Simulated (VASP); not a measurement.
Wanted: the native input for a VASP 6.6.1 run.

```
Task                   : single point
Functional             : PBE
Potentials or basis    : VASP PAW PBE potentials, release 64 (Be, Zn, Te, S)
Cutoff                 : 520 eV
k mesh                 : 6 × 6 × 4
Occupations            : gaussian, width 0.1 eV
Spin                   : no spin polarisation
Dipole correction      : no
Further INCAR settings : ALGO = Normal; EDIFF = 1e-07; NBANDS = 31
```

The structure of BeZn2TeS2 lies in POSCAR:

```
BeZn2TeS2
1.0
    4.7641025757      0.0000000000      0.0000000000
   -2.3820512879      4.1258338568      0.0000000000
    0.0000000000      0.0000000000      5.4175284707
Be Zn Te S
1 2 1 2
Direct
    0.0000000000      0.0000000000      0.5000000000
    0.3333333333      0.6666666667      0.5000000000
    0.6666666667      0.3333333333      0.5000000000
    0.0000000000      0.0000000000      0.0000000000
    0.3333333333      0.6666666667      0.0000000000
    0.6666666667      0.3333333333      0.0000000000
```

The input as run:

INCAR

```
ALGO = Normal
EDIFF = 1E-7
ENCUT = 520
GGA = PE
ISIF = 2
ISMEAR = 0
LASPH = T
LCHARG = T
LELF = T
LREAL = F
LVHAR = T
LWAVE = F
NBANDS = 31
NELM = 60
PREC = Accurate
SIGMA = 0.1
```

KPOINTS

```
k-points
0
Gamma
  6 6 4
```

Potentials or basis: VASP PAW PBE potentials, release 64 (Be, Zn, Te, S).

The run is started by

```console
$ cat potpaw_PBE.64/Be/POTCAR potpaw_PBE.64/Zn/POTCAR potpaw_PBE.64/Te/POTCAR potpaw_PBE.64/S/POTCAR > POTCAR
$ mpirun -np 1 vasp_std > vasp.out
```

Results of the run:

```json
{
 "Pressure": "0.0 GPa",
 "Band gap on the k mesh": "zero (band 22 reaches 7.38 eV, above the bottom of band 23 at 4.63 eV)"
}
```

Caveat: spin-orbit coupling is left out, which moves the levels of the heavy elements.

Run time: 50 s on 1 thread of Intel(R) Xeon(R) Platinum 8488C (Sapphire Rapids) (shared host), peak memory 0.26 GiB.
